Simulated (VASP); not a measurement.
Write the native input for VASP 6.6.1 that does the following.

```
Task                   : single point
Functional             : PBEsol
Potentials or basis    : VASP PAW PBE potentials, release 64 (Mn_pv, F)
Cutoff                 : 520 eV
k mesh                 : 5 × 5 × 7
Occupations            : gaussian, width 0.05 eV
Spin                   : collinear spin, ferrimagnetic start
Starting moments       : [0.94, -2.81, -0.03, 0.0, -0.03, 0.0] μB
Hubbard terms          : Mn d U = 4.0 eV
Dipole correction      : no
Further INCAR settings : ALGO = Normal; EDIFF = 1e-06; NBANDS = 40
```

The structure of MnF2 lies in POSCAR:

```
MnF2
1.0
    4.8733996600      0.0000000000      0.0000000000
    0.0000000000      4.8733996600      0.0000000000
    0.0000000000      0.0000000000      3.3098997700
Mn F
2 4
Direct
    0.0000000000      0.0000000000      0.0000000000
    0.5000000000      0.5000000000      0.5000000000
    0.3050000000      0.3050000000      0.0000000000
    0.1950000000      0.8050000000      0.5000000000
    0.6950000000      0.6950000000      0.0000000000
    0.8050000000      0.1950000000      0.5000000000
```

These files were run (other wordings do the same):

INCAR

```
PREC = Accurate
ENCUT = 520
EDIFF = 1E-6
ISMEAR = 0
SIGMA = 0.05
LREAL = F
LASPH = T
NELM = 150
ALGO = Normal
ISIF = 2
LWAVE = F
LCHARG = T
ISPIN = 2
MAGMOM = 0.94 -2.81 -0.03 0 -0.03 0
LORBIT = 11
LMAXMIX = 4
LDAU = T
LDAUTYPE = 2
LDAUL = 2 -1
LDAUU = 4 0
LDAUJ = 0 0
LDAUPRINT = 1
GGA = PS
LELF = T
LVHAR = T
NBANDS = 40
```

KPOINTS

```
regular mesh
0
Gamma
  5 5 7
```

Potentials or basis: VASP PAW PBE potentials, release 64 (Mn_pv, F).

Run with:

```console
$ cat potpaw_PBE.64/Mn_pv/POTCAR potpaw_PBE.64/F/POTCAR > POTCAR
$ mpirun -np 1 vasp_std > vasp.out
```

It gave:

* Pressure: 0.2 GPa
* Largest force: 0.012 eV/Å
* Band gap on the k mesh: 3.41 eV (least direct gap 3.44 eV)
* Net moment: 0.00 μB per cell
* Site moments: Mn +4.67, -4.67; F -0.02, +0.02 (each value once) μB
* Valence electrons inside the program's atomic spheres: Mn 11.27; F 6.09

Caveat: the PAW data sets were made with another functional, which shifts forces and pressure a little.

Run time: 5.7 min on 1 thread of Oxide Virtual Turin-like Processor, on a shared host, peak memory 0.27 GiB.
